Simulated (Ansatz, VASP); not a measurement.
C in VASP and in Ansatz

The input INCAR:

```
ALGO     = Normal         # electronic algorithm
DIPOL    = 0.5 0.5 0.349
EDIFF    = 1E-6           # SCF threshold, eV
ENCUT    = 520            # plane-wave cutoff, eV
GGA      = PE             # functional
IDIPOL   = 3            
ISIF     = 2              # what is computed and relaxed
ISMEAR   = 0              # smearing method
IVDW     = 12             # dispersion correction
LASPH    = True           # aspherical terms in the spheres
LCHARG   = False          # write CHGCAR
LDIPOL   = True         
LREAL    = False          # projectors in reciprocal space
LWAVE    = False          # write WAVECAR
NBANDS   = 16             # bands
NELM     = 80             # most SCF steps
PREC     = Accurate       # precision mode
SIGMA    = 0.1            # smearing width, eV
```

File KPOINTS:

```
k-points
0
Gamma
  15 15 1
```

Contents of POSCAR:

```
C
1.0
    2.4656524409      0.0000000000      0.0000000000
   -1.2328262205      2.1353176507      0.0000000000
    0.0000000000      0.0000000000     17.5000663885
C
4
Direct
    0.6666666667      0.3333333333      0.2571437784
    0.3333333333      0.6666666667      0.2571418816
    0.6666666667      0.5000000000      0.4405735508
    1.0000000000      0.1666666667      0.4405716540
```

Input for Ansatz:

```yaml
crystal:
  lattice:
    - [2.4656524409, 0.0, 0.0]
    - [-1.2328262205, 2.1353176507, 0.0]
    - [0.0, 0.0, 17.5000663885]
  atoms:
    - { symbol: C, position: [0.6666666667, 0.3333333333, 0.2571437784] }
    - { symbol: C, position: [0.3333333333, 0.6666666667, 0.2571418816] }
    - { symbol: C, position: [0.6666666667, 0.5, 0.4405735508] }
    - { symbol: C, position: [1.0, 0.1666666667, 0.440571654] }
basis:
  ecutwfc: 420
kpoints:
  mp_grid: { grid: [15, 15, 1] }
hamiltonian:
  xc: pbe
  pseudopotentials: { kind: paw, azcp: { folder: soft_1 } }
  dispersion: d3bj
scf:
  occupations: { method: gaussian, width: 0.1 }
output:
  forces: true
  eigenvalues: true
efield:
  axis: 3
  dipole_correction: true
  ramp_width: 0.04
```

Alike in both runs: task single point; functional PBE; dispersion D3(BJ); k mesh 15 × 15 × 1; occupations gaussian, width 0.1 eV; no spin polarisation.

|  | VASP | Ansatz |
| --- | --- | --- |
| version | VASP 6.6.1 | Ansatz 0.2.0 |
| potentials or method | VASP PAW PBE potentials, release 64 (C), cutoff 520 eV | scalar-relativistic, plane waves, PAW |
| valence electrons in the cell | 16 | 16 |

|  | VASP | Ansatz | Ansatz less VASP |
| --- | --- | --- | --- |
| gap on the k mesh at the Fermi level (eV) | 0.29 | 0.29 | 0.000 |
| least direct gap on the mesh (eV) | 0.29 | 0.29 | 0.000 |
| rms of the force components (eV/Å) | 0.028 | 0.028 | -0.0001 |

Atom by atom the forces differ by 0.000 eV/Å (rms over components).
